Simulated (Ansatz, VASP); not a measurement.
Ge in VASP and in Ansatz

```
Ge
1.0
     0.00000    2.82900    2.82900
     2.82900    0.00000    2.82900
     2.82900    2.82900    0.00000
Ge
2
Direct
  0.00000 0.00000 0.00000
  0.25000 0.25000 0.25000
```

Alike in both runs: task single point; functional PBEsol; k mesh 6 × 6 × 6; occupations gaussian, width 0.1 eV; no spin polarisation.

|  | VASP | Ansatz |
| --- | --- | --- |
| version | VASP 6.6.1 | Ansatz 0.2.0 |
| potentials or method | VASP PAW PBE potentials, release 64 (Ge_d), cutoff 520 eV | scalar-relativistic, plane waves, PAW |
| valence electrons in the cell | 28 | 28 |

```csv
,VASP,Ansatz,Ansatz less VASP
gap on the k mesh at the Fermi level (eV),none,none,-
pressure (GPa),0.6,0.7,+0.10
```

VASP's potentials were made for PBE, not for PBEsol. A gap of «none» marks a metal or a gap that the smearing closes.
